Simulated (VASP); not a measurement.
The system is KCl.

```
K Cl
1.0
     3.77081    0.00000    0.00000
     0.00000    3.77081    0.00000
     0.00000    0.00000    3.77081
K Cl
1 1
Direct
  0.00000 0.00000 0.00000
  0.50000 0.50000 0.50000
```

Base run:

* Program: VASP 6.6.1
* Functional: r2SCAN
* Potentials or basis: VASP PAW PBE potentials, release 64 (K_sv, Cl)
* Cutoff: 520 eV
* k mesh: 6 × 6 × 6
* Occupations: gaussian, width 0.01 eV
* Spin: no spin polarisation

Its results: band gap on the k mesh 5.81 eV, indirect (least direct gap 6.02 eV); pressure 0.0 GPa.

The run is repeated on the same cell with these changes: functional from r2SCAN to PBE; k mesh from 6 × 6 × 6 to 8 × 8 × 8. What comes out?

Band gap on the k mesh 5.03 eV, indirect (least direct gap 5.24 eV); pressure 1.1 GPa.

Several settings changed at once, so the effect can't be laid on one alone.

Caveats: the PAW data sets were made with another functional, which shifts forces and pressure a little (some runs).

A k mesh can miss the band edges.
